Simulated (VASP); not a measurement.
A run of VASP 6.6.1:

The input INCAR:

```
PREC = Accurate
ENCUT = 520
EDIFF = 1E-8
ISMEAR = -1
SIGMA = 0.08
LREAL = F
LASPH = T
NELM = 150
ALGO = Normal
ISIF = 2
LWAVE = F
LCHARG = F
ISPIN = 2
MAGMOM = 3
LORBIT = 11
LMAXMIX = 4
GGA = CA
LEFG = T
NBANDS = 16
```

Contents of KPOINTS:

```
Automatic mesh
0
Gamma
  18 18 18
```

Contents of POSCAR:

```
Cr
1.0
   -1.4419500000      1.4419500000      1.4275305000
    1.4419500000     -1.4419500000      1.4275305000
    1.4419500000      1.4419500000     -1.4275305000
Cr
1
Direct
    0.0000000000      0.0000000000      0.0000000000
```

Potentials or basis: VASP PAW LDA potentials, release 64 (Cr_pv).

Command:

```bash
$ cat potpaw_LDA.64/Cr_pv/POTCAR > POTCAR
$ mpirun -np 1 vasp_std > vasp.out
```

Hardware: 1 thread of Intel(R) Xeon(R) 6975P-C (Granite Rapids) (shared host).

Q: Estimate the wall time of this run.

A: It took 74 s on 1 thread of Intel(R) Xeon(R) 6975P-C (Granite Rapids) (shared host), peak memory 0.23 GiB. Counts: scf iterations 15, k points 480.
